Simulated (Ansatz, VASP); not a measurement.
# Two plane-wave programs on ZnS

File INCAR:

```
SYSTEM = ZnS
ALGO = Normal
EDIFF = 1E-6
ENCUT = 500
GGA_COMPAT = .FALSE.
ISIF = 2
ISMEAR = 0
LASPH = .TRUE.
LCHARG = .FALSE.
LREAL = .FALSE.
LWAVE = .FALSE.
NBANDS = 26
NELM = 120
PREC = Accurate
SIGMA = 0.1
```

Contents of KPOINTS:

```
k-points
0
G
  4 4 6
  0 0 0
```

The input POSCAR:

```
ZnS
1.0
    3.9750342851      0.0000000000      0.0000000000
    0.0000000000      5.6215474209      0.0000000000
    0.0000000000      0.0000000000      3.5711539363
Zn S
2 2
Direct
    0.0000000000      0.0000000000      0.0000000000
    0.5000000000      0.5000000000      0.5000048000
    0.5000000000      0.2500000000      0.0000000000
    0.0000000000      0.7500000000      0.5000048000
```

Input for Ansatz:

```yaml
crystal:
  lattice:
    - [3.9750342851, 0.0, 0.0]
    - [0.0, 5.6215474209, 0.0]
    - [0.0, 0.0, 3.5711539363]
  atoms:
    - { symbol: Zn, position: [0.0, 0.0, 0.0] }
    - { symbol: S, position: [0.5, 0.25, 0.0] }
    - { symbol: Zn, position: [0.5, 0.5, 0.5000048] }
    - { symbol: S, position: [0.0, 0.75, 0.5000048] }
basis:
  ecutwfc: 420
kpoints:
  mp_grid: { grid: [4, 4, 6] }
hamiltonian:
  xc: lda
  pseudopotentials: { kind: paw, azcp: { folder: soft_1 } }
scf:
  occupations: { method: gaussian, width: 0.1 }
output:
  forces: true
  stress: true
  eigenvalues: true
```

Alike in both runs: task single point; functional LDA; k mesh 4 × 4 × 6; occupations gaussian, width 0.1 eV; no spin polarisation.

|  | VASP | Ansatz |
| --- | --- | --- |
| version | VASP 6.6.1 | Ansatz 0.2.0 |
| potentials or method | VASP PAW LDA potentials, release 64 (Zn, S), cutoff 500 eV | scalar-relativistic, plane waves, PAW |
| valence electrons in the cell | 36 | 36 |

VASP gave:

```
gap on the k mesh at the Fermi level (eV) : 1.38
least direct gap on the mesh (eV)         : 1.38
pressure (GPa)                            : -4.1
rms of the force components (eV/Å)        : 0.274
```

Problem. What did Ansatz give for the same quantities?

Solution. gap on the k mesh at the Fermi level (eV): 1.35; least direct gap on the mesh (eV): 1.35; pressure (GPa): -4.3; rms of the force components (eV/Å): 0.268.

Ansatz warns that its potentials were made for another functional, while VASP's fit it. LDA's correlation is that of Perdew and Zunger in VASP and of Perdew and Wang (1992) in Ansatz. Ansatz's warnings: structure snapped to symmetry.
